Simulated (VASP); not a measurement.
A run of VASP 6.6.1:

Contents of INCAR:

```
SYSTEM = SiC
PREC     = Accurate       ! precision mode
ENCUT    = 520            ! plane-wave cutoff, eV
EDIFF    = 1E-6           ! SCF threshold, eV
ISMEAR   = 0              ! smearing method
SIGMA    = 0.01           ! smearing width, eV
LREAL    = .FALSE.        ! projectors in reciprocal space
LASPH    = .TRUE.         ! aspherical terms in the spheres
NELM     = 60             ! most SCF steps
ALGO     = Normal         ! electronic algorithm
ISIF     = 2              ! what is computed and relaxed
LWAVE    = .FALSE.        ! write WAVECAR
LCHARG   = .FALSE.        ! write CHGCAR
GGA      = PS             ! functional
NBANDS   = 16             ! bands
```

File KPOINTS:

```
Automatic mesh
0
G
  15 15 8
  0 0 0
```

Contents of POSCAR:

```
SiC
1.0
    3.0759807156      0.0000000000      0.0000000000
   -1.5379903578      2.6638774413      0.0000000000
    0.0000000000      0.0000000000      5.0478465815
Si C
2 2
Direct
    0.3333333333      0.6666666667     -0.0562910099
    0.6666666667      0.3333333333      0.4437089901
    0.3333333333      0.6666666667      0.4312910099
    0.6666666667      0.3333333333      0.9312910099
```

Potentials or basis: VASP PAW PBE potentials, release 64 (Si, C).

The run is started by

```sh
$ cat potpaw_PBE.64/Si/POTCAR potpaw_PBE.64/C/POTCAR > POTCAR
$ mpirun -np 1 vasp_std > vasp.out
```

Hardware: 1 thread of Intel(R) Xeon(R) 6975P-C (Granite Rapids), on a shared host.

Problem. Estimate the wall time of this run.

Solution. It took 29 s on 1 thread of Intel(R) Xeon(R) 6975P-C (Granite Rapids), with other jobs on the host, peak memory 0.2 GiB. Counts: scf iterations 12, k points 135.
